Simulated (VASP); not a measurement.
Input of a VASP 6.6.1 run:

INCAR

```
SYSTEM = CdS
ALGO = Normal
EDIFF = 1E-6
ENCUT = 500
GGA = PE
GGA_COMPAT = .FALSE.
ISIF = 2
ISMEAR = 0
IVDW = 12
LASPH = .TRUE.
LCHARG = .FALSE.
LREAL = .FALSE.
LWAVE = .FALSE.
NBANDS = 26
NELM = 120
PREC = Accurate
SIGMA = 0.01
```

File KPOINTS:

```
k-points
0
G
  2 2 2
  0 0 0
```

File POSCAR:

```
CdS
1.0
    4.1500000000      0.0000000000      0.0000000000
   -2.0750000000      3.5940000000      0.0000000000
    0.0000000000      0.0000000000      6.7370000000
Cd S
2 2
Direct
    0.3333333333      0.6666666667      0.0300000000
    0.6666666667      0.3333333333      0.5000000000
    0.3333333333      0.6666666667      0.3750000000
    0.6666666667      0.3333333333      0.8750000000
```

Potentials or basis: VASP PAW PBE potentials, release 64 (Cd, S).

Command:

```sh
$ cat potpaw_PBE.64/Cd/POTCAR potpaw_PBE.64/S/POTCAR > POTCAR
$ mpirun -np 1 vasp_std > vasp.out
```

(1) What does it give for the largest force?

(2) Estimate the pressure.

Results:

(1) 1.869 eV/Å.

(2) 2.5 GPa.

Caveat: the k points lie up to 0.87 Å⁻¹ apart; three body term missing; forces of over 1 eV/Å act on the atoms, so gaps and moduli don't describe the material at rest.
